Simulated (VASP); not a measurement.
Wanted: the native input for a VASP 6.6.1 run.

* Task: single point
* Functional: PBE
* Potentials or basis: VASP PAW PBE potentials, release 64 (Ca_sv, O)
* Cutoff: 520 eV
* k mesh: 8 × 8 × 8
* Occupations: gaussian, width 0.02 eV
* Spin: no spin polarisation
* Dipole correction: no
* Further INCAR settings: ALGO = Normal; EDIFF = 1e-06; NBANDS = 15

The structure of CaO lies in POSCAR:

```
CaO
1.0
    0.0000000000      2.4394420318      2.4394420318
    2.4394420318      0.0000000000      2.4394420318
    2.4394420318      2.4394420318      0.0000000000
Ca O
1 1
Direct
    0.0000000000      0.0000000000      0.0000000000
    0.5000000000      0.5000000000      0.5000000000
```

This cell differs from its parent crystal: volume scaled by 1.03.

The input as run:

INCAR

```
ALGO = Normal ; EDIFF = 1E-6
ENCUT = 520 ; GGA = PE
ISIF = 2 ; ISMEAR = 0
LASPH = T ; LCHARG = F
LREAL = F ; LWAVE = F
NBANDS = 15 ; NELM = 60
PREC = Accurate ; SIGMA = 0.02
```

KPOINTS

```
k-points
0
Gamma
  8 8 8
```

Potentials or basis: VASP PAW PBE potentials, release 64 (Ca_sv, O).

The run is started by

```bash
$ cat potpaw_PBE.64/Ca_sv/POTCAR potpaw_PBE.64/O/POTCAR > POTCAR
$ mpirun -np 1 vasp_std > vasp.out
```

It gave:

- Pressure: -2.5 GPa
- Band gap on the k mesh: 3.64 eV, indirect (least direct gap 4.02 eV)

Run time: 8.5 s on 1 thread of Intel(R) Xeon(R) Platinum 8488C (Sapphire Rapids), with other jobs on the host, peak memory 0.15 GiB.
